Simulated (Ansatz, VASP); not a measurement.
**Two plane-wave programs on PbS**

The input INCAR:

```
ALGO = Normal ; EDIFF = 1E-6
ENCUT = 520 ; GGA = PS
ISIF = 2 ; ISMEAR = 0
LASPH = True ; LCHARG = False
LREAL = False ; LWAVE = False
NBANDS = 28 ; NELM = 80
PREC = Accurate ; SIGMA = 0.02
```

Contents of KPOINTS:

```
k-points
0
Gamma
  6 6 2
```

File POSCAR:

```
PbS
1.0
    2.9935321283     -2.9109132568      0.0113645586
    2.9935321283      2.9109132568      0.0113645586
   -2.0212538721      0.0000000000     21.5788887203
Pb S
2 2
Direct
    0.7289527332      0.7242155173      0.9349380405
    0.2757844827      0.2710472668      0.0650619595
    0.2445338924      0.2086711082      0.9450214909
    0.7913288918      0.7554661076      0.0549785091
```

Input for Ansatz:

```yaml
crystal:
  lattice:
    - [2.9935321283, -2.9109132568, 0.0113645586]
    - [2.9935321283, 2.9109132568, 0.0113645586]
    - [-2.0212538721, 0.0, 21.5788887203]
  atoms:
    - { symbol: Pb, position: [0.7289527332, 0.7242155173, 0.9349380405] }
    - { symbol: Pb, position: [0.2757844827, 0.2710472668, 0.0650619595] }
    - { symbol: S, position: [0.2445338924, 0.2086711082, 0.9450214909] }
    - { symbol: S, position: [0.7913288918, 0.7554661076, 0.0549785091] }
basis:
  ecutwfc: 420
kpoints:
  mp_grid: { grid: [6, 6, 2] }
hamiltonian:
  xc: pbesol
scf:
  occupations: { method: gaussian, width: 0.02 }
output:
  forces: true
  stress: true
  eigenvalues: true
```

Alike in both runs: task single point; functional PBEsol; k mesh 6 × 6 × 2; occupations gaussian, width 0.02 eV; no spin polarisation.

|  | VASP | Ansatz |
| --- | --- | --- |
| version | VASP 6.6.1 | Ansatz 0.2.0 |
| potentials or method | VASP PAW PBE potentials, release 64 (Pb_d, S), cutoff 520 eV | scalar-relativistic, plane waves, PAW |
| valence electrons in the cell | 40 | 40 |

```csv
,VASP,Ansatz,Ansatz less VASP
gap on the k mesh at the Fermi level (eV),2.09,2.09,-0.002
least direct gap on the mesh (eV),2.12,2.12,-0.001
rms of the force components (eV/Å),0.217,0.217,+0.0004
```

VASP's potentials were made for PBE, not for PBEsol. Atom by atom the forces differ by 0.002 eV/Å (rms over components).

Neither program's run includes spin-orbit coupling.
